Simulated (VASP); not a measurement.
Wanted: the native input for a VASP 6.6.1 run.

```yaml
Task: single point
Functional: PBE
Potentials_or_basis: VASP PAW PBE potentials, release 64 (Ir)
Cutoff: 520 eV
k_mesh: 20 × 20 × 20
Occupations: gaussian, width 0.15 eV
Spin: no spin polarisation
Dipole_correction: no
Further_INCAR_settings: ALGO = Fast; EDIFF = 1e-06; NBANDS = 10
```

The structure of Ir lies in POSCAR:

```
Ir
1.0
   -0.1015970341      1.9351816027      2.2254588431
    1.9351816027     -0.1015970341      2.2254588431
    1.8335845686      1.8335845686      0.0000000000
Ir
1
Direct
    0.0000000000      0.0000000000      0.0000000000
```

This cell differs from its parent crystal: engineering shear strain xy -0.1050, normal strain along z +0.1500.

The input as run:

INCAR

```
PREC = Accurate ; ENCUT = 520
EDIFF = 1E-6 ; ISMEAR = 0
SIGMA = 0.15 ; LREAL = F
LASPH = T ; NELM = 100
ALGO = Fast ; ISIF = 2
LWAVE = F ; LCHARG = F
GGA = PE ; NBANDS = 10
```

KPOINTS

```
regular mesh
0
Gamma
  20 20 20
```

Potentials or basis: VASP PAW PBE potentials, release 64 (Ir).

The run is started by

```bash
$ cat potpaw_PBE.64/Ir/POTCAR > POTCAR
$ mpirun -np 1 vasp_std > vasp.out
```

Results of the run:

```
Pressure               : -25.5 GPa
Band gap on the k mesh : zero (an odd number of electrons rules out a gap without spin polarisation)
```

Caveat: the cell differs from its parent crystal (engineering shear strain xy -0.1050, normal strain along z +0.1500); the cell stands under tension; spin-orbit coupling is left out, which moves the levels of the heavy elements.

Wall time 2.3 min on 1 thread of Intel(R) Xeon(R) Platinum 8259CL CPU @ 2.50GHz (Skylake/Cascade Lake), with other jobs on the host, peak memory 0.31 GiB.
